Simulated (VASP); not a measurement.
# AgCl (I4/mmm) in VASP: further runs

Runs on AgCl. Level: r2SCAN. Tasks: single point.

All numbers are computed with VASP 6.6.1; they aren't measurements. Logs are shortened: lines on timing, memory, paths and dates and some standing lists are left out, and cuts for length are marked.

### 1 The cell of the first run

The structure is tetragonal, space group I4/mmm (No. 139). Conventional cell: a = 3.922 Å, b = 3.922 Å, c = 5.768 Å, α = 90.00°, β = 90.00°, γ = 90.00°. Within 3.7 Å of Ag (site symmetry 4/mmm) lie 6 Cl at 2.77 to 2.88 Å. Cl (site symmetry 4/mmm) has 6 Ag at 2.77 to 2.88 Å within 3.7 Å.

### 2 Single point, r2SCAN (strain +0.000 along x and y, +0.040 along z)

File POSCAR:

```
AgCl
1.0
    0.0000000000      2.7731500000      2.8840760000
    2.7731500000      0.0000000000      2.8840760000
    2.7731500000      2.7731500000      0.0000000000
Ag Cl
1 1
Direct
    0.5000000000      0.5000000000      0.5000000000
    0.0000000000      0.0000000000      0.0000000000
```

File INCAR.step1:

```
PREC = Accurate
ENCUT = 550
ISMEAR = 0
SIGMA = 0.05
LREAL = False
LASPH = True
NELM = 120
NBANDS = 16
GGA = PE
ALGO = Normal
EDIFF = 1E-5
LWAVE = True
LCHARG = False
GGA_COMPAT = False
```

File INCAR.step2:

```
PREC = Accurate
ENCUT = 550
EDIFF = 1E-6
ISMEAR = 0
SIGMA = 0.05
LREAL = False
LASPH = True
NELM = 120
ALGO = Normal
ISIF = 2
LWAVE = False
LCHARG = False
METAGGA = R2SCAN
LMIXTAU = True
NBANDS = 16
ISTART = 1
GGA_COMPAT = False
```

File KPOINTS:

```
regular mesh
0
Gamma
  8 8 8
```

Potentials or basis: VASP PAW PBE potentials, release 64 (Ag, Cl).

Run with:

```
> cat potpaw_PBE.64/Ag/POTCAR potpaw_PBE.64/Cl/POTCAR > POTCAR
> cp INCAR.step1 INCAR
> mpirun -np 1 vasp_std > vasp.out
> cp INCAR.step2 INCAR
> mpirun -np 1 vasp_std > vasp.out
```

OUTCAR:

```text
PREC = Accurate
   ENCUT = 550
   EDIFF = 1E-6
   ISMEAR = 0
   LREAL = False
   LASPH = True
   NELM = 120
   ISIF = 2
   METAGGA = R2SCAN
   ISTART = 1

 ion  position               nearest neighbor table
   1  0.500  0.500  0.500-   2 2.77   2 2.77   2 2.77   2 2.77   2 2.88   2 2.88
   2  0.000  0.000  0.000-   1 2.77   1 2.77   1 2.77   1 2.77   1 2.88   1 2.88

  LATTYP: Found a body centered tetragonal cell.
 ALAT       =     3.9218263405
 C/A-ratio  =     1.4707821049

  Lattice vectors:

 A1 = (  -2.7731500000,   0.0000000000,   2.8840760000)
 A2 = (   2.7731500000,   0.0000000000,   2.8840760000)
 A3 = (   0.0000000000,   2.7731500000,  -2.8840760000)

Analysis of symmetry for initial positions (statically):
=====================================================================
 Subroutine PRICEL returns:
 Original cell was already a primitive cell.

 Routine SETGRP: Setting up the symmetry group for a
 body centered tetragonal supercell.

 Subroutine GETGRP returns: Found 16 space group operations
 (whereof 16 operations were pure point group operations)
 out of a pool of 16 trial point group operations.

The static configuration has the point symmetry D_4h.

Analysis of symmetry for dynamics (positions and initial velocities):
=====================================================================
 Subroutine PRICEL returns:
 Original cell was already a primitive cell.

 Routine SETGRP: Setting up the symmetry group for a
 body centered tetragonal supercell.

 Subroutine GETGRP returns: Found 16 space group operations
 (whereof 16 operations were pure point group operations)
 out of a pool of 16 trial point group operations.

The dynamic configuration has the point symmetry D_4h.

 Subroutine INISYM returns: Found 16 space group operations
 (whereof 16 operations are pure point group operations),
 and found     1 'primitive' translations

----------------------------------------------------------------------------------------

                                     Primitive cell

  volume of cell :      44.3592

  direct lattice vectors                    reciprocal lattice vectors
     0.000000000  2.773150000  2.884076000    -0.180300380  0.180300380  0.173365750
     2.773150000  0.000000000  2.884076000     0.180300380 -0.180300380  0.173365750
     2.773150000  2.773150000  0.000000000     0.180300380  0.180300380 -0.173365750

  length of vectors
     4.001031779  4.001031779  3.921826340     0.308337701  0.308337701  0.308337701

  position of ions in fractional coordinates (direct lattice)
     0.500000000  0.500000000  0.500000000
     0.000000000  0.000000000  0.000000000

  ion indices of the primitive-cell ions
   primitive index   ion index
                 1           1
                 2           2

----------------------------------------------------------------------------------------

 KPOINTS: regular mesh

Automatic generation of k-mesh.
 Grid dimensions read from file:
 generate k-points for:    8    8    8

 Generating k-lattice:

  Cartesian coordinates                     Fractional coordinates (reciprocal lattice)
    -0.022537548  0.022537548  0.021670719     0.125000000 -0.000000000  0.000000000
     0.022537548 -0.022537548  0.021670719    -0.000000000  0.125000000  0.000000000
     0.022537548  0.022537548 -0.021670719     0.000000000  0.000000000  0.125000000

  Length of vectors
     0.038542213  0.038542213  0.038542213

  Shift w.r.t. Gamma in fractional coordinates (k-lattice)
     0.000000000  0.000000000  0.000000000

 Subroutine IBZKPT returns following result:
 ===========================================

 Found     59 irreducible k-points:

 Following reciprocal coordinates:
            Coordinates               Weight
  0.000000  0.000000  0.000000      1.000000
  0.125000 -0.000000  0.000000      8.000000
  0.250000 -0.000000  0.000000      8.000000
  0.375000  0.000000  0.000000      8.000000
  0.500000 -0.000000  0.000000      4.000000
  0.125000  0.125000  0.000000      2.000000
[... 16 lines left out ...]
  0.250000  0.000000  0.125000     16.000000
  0.375000  0.000000  0.125000     16.000000
 [... further k-points ...]
   k-points           NKPTS =     59   k-points in BZ     NKDIM =     59   number of bands    NBANDS=     16
   number of dos      NEDOS =    301   number of ions     NIONS =      2
   total plane-waves  NPLWV =  30720
   dimension x,y,z NGX =    32 NGY =   32 NGZ =   30
   dimension x,y,z NGXF=    64 NGYF=   64 NGZF=   60
   ions per type =               1   1
   NGX,Y,Z   is equivalent  to a cutoff of  13.30, 13.30, 12.72 a.u.
   NGXF,Y,Z  is equivalent  to a cutoff of  26.59, 26.59, 25.43 a.u.
 SYSTEM =  unknown system
   PREC   = accura    normal or accurate (medium, high low for compatibility)
   ISTART =      1    job   : 0-new  1-cont  2-samecut
   ICHARG =      0    charge: 1-file 2-atom 10-const
   ISPIN  =      1    spin polarized calculation?
   LNONCOLLINEAR =      F non collinear calculations
   LSORBIT =      F    spin-orbit coupling
   LASPH  =      T    aspherical Exc in radial PAW
   ENCUT  =  550.0 eV  40.42 Ry    6.36 a.u.   7.65  7.65  7.50*2*pi/ulx,y,z
   NELM   =    120;   NELMIN=  2; NELMDL=  0     # of ELM steps
   EDIFF  = 0.1E-05   stopping-criterion for ELM
   LREAL  =      F    real-space projection
   EDIFFG = 0.1E-04   stopping-criterion for IOM
   NSW    =      0    number of steps for IOM
   IBRION =     -1    ionic relax: 0-MD 1-quasi-New 2-CG
   NFREE  =      0    steps in history (QN), initial steepest desc. (CG)
   ISIF   =      2    stress and relaxation
   ISYM   =      2    0-nonsym 1-usesym 2-fastsym
   POTIM  = 0.5000    time-step for ionic-motion
   TEBEG  =    0.0;   TEEND  =   0.0 temperature during run
   PSTRESS=    0.0 pullay stress
   NELECT =      18.0000    total number of electrons
   NUPDOWN=      -1.0000    fix difference up-down
   EMIN   =  10.00;   EMAX   =-10.00  energy-range for DOS
   EFERMI =   0.00;   METHOD = LEGACY
   ISMEAR =     0;   SIGMA  =   0.05  broadening in eV -4-tet -1-fermi 0-gaus
   EFERMI_NEDOS =   21; number of points for ismear=-14 and -15
   IALGO  =     38    algorithm
   IMIX   =      4    mixing-type and parameters
     AMIX     =   0.40;   BMIX     =  1.00
     AMIX_MAG =   1.60;   BMIX_MAG =  1.00
  volume/ion in A,a.u.               =      22.18       149.68
  Fermi-wavevector in a.u.,A,eV,Ry     =   1.212005  2.290358 19.986372  1.468957
  Thomas-Fermi vector in A             =   2.347503
   LORBIT       =      0    0 simple, 1 ext, 2 COOP (PROOUT), +10 PAW based schemes
   METAGGA = R2SCAN    functional components
   LHFCALC =     F    Hartree Fock is set to
   AEXX    =    0.0000 exact exchange contribution
   IVDW    =     0    specifies the selected vdW correction
   LEPSILON=     F    determine dielectric tensor
   LRPA    =     F    only Hartree local field effects (RPA)
 non-spin polarized calculation
 Gauss-broadening in eV      SIGMA  =   0.05
  energy-cutoff  :      550.00
  volume of cell :       44.36
 maximum number of plane-waves:      1319
   NGX = 15   NGY = 15   NGZ = 15

 number of electron      18.0000000 magnetization

 Free energy of the ion-electron system (eV)
  ---------------------------------------------------
  ext. energy  EPLUGINS =         0.00000000
  ---------------------------------------------------
  free energy    TOTEN  =       -28.63075818 eV

  energy without entropy =      -28.63075818  energy(sigma->0) =      -28.63075818

 E-fermi :   3.4659     XC(G=0): -10.2903

 val. band max:        3.1706805366   @ k =   0.5000  -0.0000   0.0000
 cond. band min:       4.4819167703   @ k =   0.0000   0.0000   0.0000
 fundamental gap:      1.3112362336
 Fermi energy:         3.4658510536

 k-point     1 :       0.0000    0.0000    0.0000
  band No.  band energies     occupation
      1     -12.5119      2.00000
      2       0.7083      2.00000
      3       0.7235      2.00000
      4       0.7235      2.00000
      5       0.7867      2.00000
      6       0.7867      2.00000
[... 8 lines left out ...]
     15      16.4308      0.00000
     16      17.0274      0.00000

 k-point     2 :       0.1250   -0.0000    0.0000
  band No.  band energies     occupation
      1     -12.4583      2.00000
      2      -0.0075      2.00000
      3       0.0316      2.00000
      4       0.1359      2.00000
      5       0.7927      2.00000
      6       0.8291      2.00000
[... 8 lines left out ...]
     15      15.8388      0.00000
     16      16.3759      0.00000

 k-point     3 :       0.2500   -0.0000    0.0000
  band No.  band energies     occupation
      1     -12.3242      2.00000
      2      -0.9711      2.00000
      3      -0.5441      2.00000
      4      -0.4279      2.00000
      5       0.9167      2.00000
      6       0.9304      2.00000
[... 8 lines left out ...]
     15      15.8985      0.00000
     16      16.2403      0.00000

 k-point     4 :       0.3750    0.0000    0.0000
  band No.  band energies     occupation
      1     -12.1828      2.00000
      2      -1.7114      2.00000
      3      -0.9101      2.00000
      4      -0.7827      2.00000
      5       1.0346      2.00000
      6       1.0453      2.00000
[... 8 lines left out ...]
     15      16.7361      0.00000
     16      16.9474      0.00000
[... 324 lines left out ...]
 k-point    22 :       0.1250    0.0000    0.1250
  band No.  band energies     occupation
      1     -12.4386      2.00000
      2      -0.5200      2.00000
      3       0.2678      2.00000
      4       0.3784      2.00000
      5       0.7419      2.00000
      6       0.8357      2.00000
[... 8 lines left out ...]
     15      17.3163      0.00000
     16      17.6311      0.00000

 k-point    23 :       0.2500    0.0000    0.1250
  band No.  band energies     occupation
      1     -12.3340      2.00000
      2      -1.0779      2.00000
      3      -0.2339      2.00000
      4      -0.0853      2.00000
      5       0.7892      2.00000
      6       0.9425      2.00000
[... 8 lines left out ...]
     15      16.9861      0.00000
     16      17.6909      0.00000

 k-point    24 :       0.3750    0.0000    0.1250
  band No.  band energies     occupation
      1     -12.2005      2.00000
      2      -1.5508      2.00000
      3      -0.7844      2.00000
      4      -0.5580      2.00000
      5       0.9123      2.00000
      6       1.0659      2.00000
[... 8 lines left out ...]
     15      17.4023      0.00000
     16      17.6986      0.00000

 [... further k-points ...]

------------------------ aborting loop because EDIFF is reached ----------------------------------------

  FORCE on cell =-STRESS in cart. coord.  units (eV):
  Direction    XX          YY          ZZ          XY          YZ          ZX
  --------------------------------------------------------------------------------------
  -------------------------------------------------------------------------------------
  Total       -0.4244505     -0.4244505     -0.6184435      0.0000000      0.0000000      0.0000000
  in kB      -15.3304257    -15.3304257    -22.3371194      0.0000000      0.0000000      0.0000000
  external PRESSURE =     -17.6659902 kB  Pullay stress =       0.0000000 kB

 VOLUME and BASIS-vectors are now :
 -----------------------------------------------------------------------------
  energy-cutoff  :      550.00
  volume of cell :       44.36
      direct lattice vectors                 reciprocal lattice vectors
     0.000000000  2.773150000  2.884076000    -0.180300380  0.180300380  0.173365750
     2.773150000  0.000000000  2.884076000     0.180300380 -0.180300380  0.173365750
     2.773150000  2.773150000  0.000000000     0.180300380  0.180300380 -0.173365750

 POSITION                                       TOTAL-FORCE (eV/Angst)
 -----------------------------------------------------------------------------------
      2.77315      2.77315      2.88408        -0.000000      0.000000      0.000000
      0.00000      0.00000      0.00000         0.000000     -0.000000      0.000000
 -----------------------------------------------------------------------------------
    total drift:                                0.000000     -0.000000      0.000000

  FREE ENERGIE OF THE ION-ELECTRON SYSTEM (eV)
  ---------------------------------------------------
  free  energy   TOTEN  =       -28.6307581770 eV

  energy  without entropy=      -28.6307581770  energy(sigma->0) =      -28.63075818
```

Run time: 2.8 min. Hardware: 1 thread of AMD EPYC 9R14 (Zen 4), shared host; peak memory 0.17 GiB.

Results:

```
Free energy            : -28.6308 eV
Pressure               : -1.8 GPa
Band gap on the k mesh : 1.31 eV (least direct gap 3.57 eV)
```

Caveat: the cell differs from its parent crystal (strain +0.000 along x and y, +0.040 along z); the PAW data sets were made with another functional, which shifts forces and pressure a little.

### 3 Single point, r2SCAN (strain +0.040 along x and y, +0.080 along z)

File POSCAR:

```
AgCl
1.0
    0.0000000000      2.8840760000      2.9950020000
    2.8840760000      0.0000000000      2.9950020000
    2.8840760000      2.8840760000      0.0000000000
Ag Cl
1 1
Direct
    0.5000000000      0.5000000000      0.5000000000
    0.0000000000      0.0000000000      0.0000000000
```

File INCAR.step1:

```
SYSTEM = AgCl
ALGO = Normal
EDIFF = 1E-5
ENCUT = 550
GGA = PE
GGA_COMPAT = .FALSE.
ISMEAR = 0
LASPH = .TRUE.
LCHARG = .FALSE.
LREAL = .FALSE.
LWAVE = .TRUE.
NBANDS = 16
NELM = 120
PREC = Accurate
SIGMA = 0.05
```

File INCAR.step2:

```
SYSTEM = AgCl
ALGO = Normal
EDIFF = 1E-6
ENCUT = 550
GGA_COMPAT = .FALSE.
ISIF = 2
ISMEAR = 0
ISTART = 1
LASPH = .TRUE.
LCHARG = .TRUE.
LELF = .TRUE.
LMIXTAU = .TRUE.
LREAL = .FALSE.
LVHAR = .TRUE.
LWAVE = .FALSE.
METAGGA = R2SCAN
NBANDS = 16
NELM = 120
PREC = Accurate
SIGMA = 0.05
```

File KPOINTS:

```
k-points
0
G
  8 8 8
  0 0 0
```

Potentials or basis: VASP PAW PBE potentials, release 64 (Ag, Cl).

Run with:

```
> cat potpaw_PBE.64/Ag/POTCAR potpaw_PBE.64/Cl/POTCAR > POTCAR
> cp INCAR.step1 INCAR
> mpirun -np 1 vasp_std > vasp.out
> cp INCAR.step2 INCAR
> mpirun -np 1 vasp_std > vasp.out
```

OUTCAR:

```text
SYSTEM = AgCl
   EDIFF = 1E-6
   ENCUT = 550
   ISIF = 2
   ISMEAR = 0
   ISTART = 1
   LASPH = .TRUE.
   LREAL = .FALSE.
   METAGGA = R2SCAN
   NELM = 120
   PREC = Accurate

 ion  position               nearest neighbor table
   1  0.500  0.500  0.500-   2 2.88   2 2.88   2 2.88   2 2.88   2 3.00   2 3.00
   2  0.000  0.000  0.000-   1 2.88   1 2.88   1 2.88   1 2.88   1 3.00   1 3.00

  LATTYP: Found a body centered tetragonal cell.
 ALAT       =     4.0786993941
 C/A-ratio  =     1.4686063917

  Lattice vectors:

 A1 = (  -2.8840760000,   0.0000000000,   2.9950020000)
 A2 = (   2.8840760000,   0.0000000000,   2.9950020000)
 A3 = (   0.0000000000,   2.8840760000,  -2.9950020000)

Analysis of symmetry for initial positions (statically):
=====================================================================
 Subroutine PRICEL returns:
 Original cell was already a primitive cell.

 Routine SETGRP: Setting up the symmetry group for a
 body centered tetragonal supercell.

 Subroutine GETGRP returns: Found 16 space group operations
 (whereof 16 operations were pure point group operations)
 out of a pool of 16 trial point group operations.

[... 163 lines left out ...]

 val. band max:        1.8054136148   @ k =   0.5000   0.0000   0.0000
 cond. band min:       3.1867281868   @ k =   0.0000   0.0000   0.0000
 fundamental gap:      1.3813145720
 Fermi energy:         2.0162196596

 k-point     1 :       0.0000    0.0000    0.0000
  band No.  band energies     occupation
      1     -13.1388      2.00000
      2      -0.2388      2.00000
      3      -0.1853      2.00000
      4      -0.1853      2.00000
      5      -0.1597      2.00000
      6      -0.1554      2.00000
[... 433 lines left out ...]
      3      -1.4445      2.00000
      4      -1.2535      2.00000
      5      -0.0898      2.00000
      6       0.0239      2.00000
[... 8 lines left out ...]
     15      15.8124      0.00000
     16      16.1350      0.00000

 [... further k-points ...]

------------------------ aborting loop because EDIFF is reached ----------------------------------------

  FORCE on cell =-STRESS in cart. coord.  units (eV):
  Direction    XX          YY          ZZ          XY          YZ          ZX
  --------------------------------------------------------------------------------------
  -------------------------------------------------------------------------------------
  Total       -1.6594566     -1.6594566     -1.5934723      0.0000000      0.0000000     -0.0000000
  in kB      -53.3624756    -53.3624756    -51.2406464      0.0000000      0.0000000     -0.0000000
  external PRESSURE =     -52.6551992 kB  Pullay stress =       0.0000000 kB

 VOLUME and BASIS-vectors are now :
 -----------------------------------------------------------------------------
  energy-cutoff  :      550.00
  volume of cell :       49.82
      direct lattice vectors                 reciprocal lattice vectors
     0.000000000  2.884076000  2.995002000    -0.173365750  0.173365750  0.166944797
     2.884076000  0.000000000  2.995002000     0.173365750 -0.173365750  0.166944797
     2.884076000  2.884076000  0.000000000     0.173365750  0.173365750 -0.166944797

 POSITION                                       TOTAL-FORCE (eV/Angst)
 -----------------------------------------------------------------------------------
      2.88408      2.88408      2.99500         0.000000      0.000000     -0.000000
      0.00000      0.00000      0.00000        -0.000000      0.000000      0.000000
 -----------------------------------------------------------------------------------
    total drift:                                0.000000     -0.000000      0.000000

  FREE ENERGIE OF THE ION-ELECTRON SYSTEM (eV)
  ---------------------------------------------------
  free  energy   TOTEN  =       -28.5055719915 eV

  energy  without entropy=      -28.5055719915  energy(sigma->0) =      -28.50557199
```

OSZICAR.step1:

```text
N       E                     dE             d eps       ncg     rms          rms(c)
DAV:   1     0.931264016930E+02    0.93126E+02   -0.85287E+03  1888   0.103E+03
DAV:   2    -0.204000390656E+01   -0.95166E+02   -0.86442E+02  2320   0.213E+02
DAV:   3    -0.553945804902E+01   -0.34995E+01   -0.34871E+01  2408   0.410E+01
DAV:   4    -0.555816778394E+01   -0.18710E-01   -0.18708E-01  2408   0.346E+00
DAV:   5    -0.555839676753E+01   -0.22898E-03   -0.22898E-03  2400   0.385E-01    0.409E+00
DAV:   6    -0.533334338934E+01    0.22505E+00   -0.30129E-01  2480   0.657E+00    0.273E+00
DAV:   7    -0.532797602596E+01    0.53674E-02   -0.96402E-02  2176   0.214E+00    0.163E+00
DAV:   8    -0.532728703641E+01    0.68899E-03   -0.65120E-03  2280   0.797E-01    0.226E-01
DAV:   9    -0.532735362775E+01   -0.66591E-04   -0.57015E-04  2400   0.340E-01    0.569E-02
DAV:  10    -0.532746423315E+01   -0.11061E-03   -0.19294E-04  2288   0.117E-01    0.431E-02
DAV:  11    -0.532747477399E+01   -0.10541E-04   -0.97648E-06  2224   0.219E-02    0.501E-03
DAV:  12    -0.532747461747E+01    0.15652E-06   -0.30136E-07  1256   0.571E-03
   1 F= -.53274746E+01 E0= -.53274746E+01  d E =-.253275E-16
```

It took 2.8 min on 1 thread of AMD EPYC 9R14 (Zen 4), shared host; peak memory 0.18 GiB.

Results:

| Property | Result |
| --- | --- |
| Free energy | -28.5056 eV |
| Pressure | -5.3 GPa |
| Band gap on the k mesh | 1.38 eV (least direct gap 3.23 eV) |

Caveat: the cell differs from its parent crystal (strain +0.040 along x and y, +0.080 along z); the cell stands under tension; the PAW data sets were made with another functional, which shifts forces and pressure a little. A k mesh can miss the band edges.
